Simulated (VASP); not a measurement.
# La (Im-3m) in VASP: notebook

The runs below take La through single point, with LDA, BLYP+D3(BJ), PBEsol.

Everything below comes from runs of VASP 6.6.1. Logs are shortened: lines on timing, memory, paths and dates and some standing lists are left out, and cuts for length are marked.

## 1. The cell of the first run

The structure is cubic, space group Im-3m (No. 229). The conventional cell has a = 4.037 Å, b = 4.037 Å, c = 4.037 Å, α = 90.00°, β = 90.00°, γ = 90.00°. La (site symmetry m-3m) has 14 La at 3.50 to 4.04 Å within 4.6 Å.

## 2. Single point, LDA

INCAR reads:

```
  PREC = Accurate
  ENCUT = 520
  EDIFF = 1E-6
  ISMEAR = 1
  SIGMA = 0.05
  LREAL = False
  LASPH = True
  NELM = 60
  ALGO = Normal
  ISIF = 2
  LWAVE = False
  LCHARG = True
  GGA = CA
  LELF = True
  LVHAR = True
  NBANDS = 12
```

KPOINTS reads:

```
regular mesh
0
Gamma
  11 11 11
```

POSCAR reads:

```
La
1.0
   -2.0185150798      2.0185150798      2.0185150798
    2.0185150798     -2.0185150798      2.0185150798
    2.0185150798      2.0185150798     -2.0185150798
La
1
Direct
    0.0000000000      0.0000000000      0.0000000000
```

Potentials or basis: VASP PAW LDA potentials, release 64 (La).

Run with:

```sh
$ cat potpaw_LDA.64/La/POTCAR > POTCAR
$ mpirun -np 1 vasp_std > vasp.out
```

OUTCAR:

```text
PREC = Accurate
   ENCUT = 520
   EDIFF = 1E-6
   ISMEAR = 1
   LREAL = False
   LASPH = True
   NELM = 60
   ISIF = 2
   GGA = CA

 ion  position               nearest neighbor table
   1  0.000  0.000  0.000-

  LATTYP: Found a body centered cubic cell.
 ALAT       =     4.0370301596

  Lattice vectors:

 A1 = (  -2.0185150798,   2.0185150798,   2.0185150798)
 A2 = (   2.0185150798,  -2.0185150798,   2.0185150798)
 A3 = (   2.0185150798,   2.0185150798,  -2.0185150798)

Analysis of symmetry for initial positions (statically):
=====================================================================
 Subroutine PRICEL returns:
 Original cell was already a primitive cell.

 Routine SETGRP: Setting up the symmetry group for a
 body centered cubic supercell.

 Subroutine GETGRP returns: Found 48 space group operations
 (whereof 48 operations were pure point group operations)
 out of a pool of 48 trial point group operations.

The static configuration has the point symmetry O_h .

Analysis of symmetry for dynamics (positions and initial velocities):
=====================================================================
 Subroutine PRICEL returns:
 Original cell was already a primitive cell.

 Routine SETGRP: Setting up the symmetry group for a
 body centered cubic supercell.

 Subroutine GETGRP returns: Found 48 space group operations
 (whereof 48 operations were pure point group operations)
 out of a pool of 48 trial point group operations.

The dynamic configuration has the point symmetry O_h .

 Subroutine INISYM returns: Found 48 space group operations
 (whereof 48 operations are pure point group operations),
 and found     1 'primitive' translations

----------------------------------------------------------------------------------------

                                     Primitive cell

  volume of cell :      32.8970

  direct lattice vectors                    reciprocal lattice vectors
    -2.018515080  2.018515080  2.018515080     0.000000000  0.247706844  0.247706844
     2.018515080 -2.018515080  2.018515080     0.247706844  0.000000000  0.247706844
     2.018515080  2.018515080 -2.018515080     0.247706844  0.247706844  0.000000000

  length of vectors
     3.496170674  3.496170674  3.496170674     0.350310378  0.350310378  0.350310378

  position of ions in fractional coordinates (direct lattice)
     0.000000000  0.000000000  0.000000000

  ion indices of the primitive-cell ions
[... 75 lines left out ...]
   LREAL  =      F    real-space projection
   EDIFFG = 0.1E-04   stopping-criterion for IOM
   NSW    =      0    number of steps for IOM
   IBRION =     -1    ionic relax: 0-MD 1-quasi-New 2-CG
   NFREE  =      0    steps in history (QN), initial steepest desc. (CG)
   ISIF   =      2    stress and relaxation
   ISYM   =      2    0-nonsym 1-usesym 2-fastsym
   POTIM  = 0.5000    time-step for ionic-motion
   TEBEG  =    0.0;   TEEND  =   0.0 temperature during run
   PSTRESS=    0.0 pullay stress
   NELECT =      11.0000    total number of electrons
   NUPDOWN=      -1.0000    fix difference up-down
   EMIN   =  10.00;   EMAX   =-10.00  energy-range for DOS
   EFERMI =   0.00;   METHOD = LEGACY
   ISMEAR =     1;   SIGMA  =   0.05  broadening in eV -4-tet -1-fermi 0-gaus
   EFERMI_NEDOS =   21; number of points for ismear=-14 and -15
   IALGO  =     38    algorithm
   IMIX   =      4    mixing-type and parameters
     AMIX     =   0.40;   BMIX     =  1.00
     AMIX_MAG =   1.60;   BMIX_MAG =  1.00
  volume/ion in A,a.u.               =      32.90       222.00
  Fermi-wavevector in a.u.,A,eV,Ry     =   1.136284  2.147266 17.567058  1.291142
  Thomas-Fermi vector in A             =   2.272989
   LORBIT       =      0    0 simple, 1 ext, 2 COOP (PROOUT), +10 PAW based schemes
   GGA     = CA    functional components
   LHFCALC =     F    Hartree Fock is set to
   AEXX    =    0.0000 exact exchange contribution
   IVDW    =     0    specifies the selected vdW correction
   LEPSILON=     F    determine dielectric tensor
   LRPA    =     F    only Hartree local field effects (RPA)
 non-spin polarized calculation
 Methfessel and Paxton  Order N= 1 SIGMA  =   0.05
  energy-cutoff  :      520.00
  volume of cell :       32.90
 maximum number of plane-waves:       935
 NGX is ok and might be reduce to    28
   NGX = 13   NGY = 13   NGZ = 13

 number of electron      11.0000000 magnetization

 Free energy of the ion-electron system (eV)
  ---------------------------------------------------
  ext. energy  EPLUGINS =         0.00000000
  ---------------------------------------------------
  free energy    TOTEN  =        -5.42375955 eV

  energy without entropy =       -5.42321091  energy(sigma->0) =       -5.42357667

 E-fermi :   8.8472     XC(G=0): -10.2667

 val. band max:        8.8455796633   @ k =  -0.2727   0.3636   0.0909
 cond. band min:       8.8506715865   @ k =   0.3636   0.1818   0.0909
 fundamental gap:      0.0050919232
 Fermi energy:         8.8471899561

 k-point     1 :       0.0000    0.0000    0.0000
  band No.  band energies     occupation
      1     -23.7813      2.00000
      2      -6.4569      2.00000
      3      -6.4569      2.00000
      4      -6.4569      2.00000
      5       5.8060      2.00000
      6      10.3422      0.00000
      7      10.3422      0.00000
      8      10.3422      0.00000
      9      10.4423      0.00000
     10      10.4423      0.00000
     11      10.4423      0.00000
     12      11.2562      0.00000
[... 331 lines left out ...]
 k-point    24 :       0.3636    0.1818    0.0909
  band No.  band energies     occupation
      1     -23.4236      2.00000
      2      -8.1051      2.00000
      3      -7.3837      2.00000
      4      -6.8239      2.00000
      5       8.1145      2.00000
      6       8.8507      0.88246
      7      10.4783      0.00000
      8      10.6802      0.00000
      9      10.7831      0.00000
     10      11.0710      0.00000
     11      11.0987      0.00000
     12      11.1553      0.00000

 [... further k-points ...]
[... 5 lines left out ...]
  --------------------------------------------------------------------------------------
  -------------------------------------------------------------------------------------
  Total       -0.0167835     -0.0167835     -0.0167835      0.0000000     -0.0000000      0.0000000
  in kB       -0.8174048     -0.8174048     -0.8174048      0.0000000     -0.0000000      0.0000000
  external PRESSURE =      -0.8174048 kB  Pullay stress =       0.0000000 kB

 VOLUME and BASIS-vectors are now :
 -----------------------------------------------------------------------------
  energy-cutoff  :      520.00
  volume of cell :       32.90
      direct lattice vectors                 reciprocal lattice vectors
    -2.018515080  2.018515080  2.018515080     0.000000000  0.247706844  0.247706844
     2.018515080 -2.018515080  2.018515080     0.247706844  0.000000000  0.247706844
     2.018515080  2.018515080 -2.018515080     0.247706844  0.247706844  0.000000000

 POSITION                                       TOTAL-FORCE (eV/Angst)
 -----------------------------------------------------------------------------------
      0.00000      0.00000      0.00000         0.000000     -0.000000      0.000000
 -----------------------------------------------------------------------------------
    total drift:                               -0.000000     -0.000000     -0.000000

  FREE ENERGIE OF THE ION-ELECTRON SYSTEM (eV)
  ---------------------------------------------------
  free  energy   TOTEN  =        -5.4237595465 eV

  energy  without entropy=       -5.4232109055  energy(sigma->0) =       -5.42357667
```

stdout:

```text
POSCAR found type information on POSCAR La
 POSCAR found :  1 types and       1 ions
 scaLAPACK will be used
 LDA part: xc-table for (Slater(with rela. corr.)+CA(PZ))
 , standard interpolation
 POSCAR, INCAR and KPOINTS ok, starting setup
 FFT: planning ... GRIDC
 FFT: planning ... GRID_SOFT
 FFT: planning ... GRID
 WAVECAR not read
 entering main loop
```

It took 18 s on 1 thread of Intel Xeon Platinum 8259CL at 2.50GHz (Skylake/Cascade Lake), shared host; peak memory 0.17 GiB.

What came out:

- Free energy: -5.4238 eV
- Pressure: -0.1 GPa

Caveat: spin-orbit coupling is left out, which moves the levels of the heavy elements.

(Continued in part 2 of 2.)
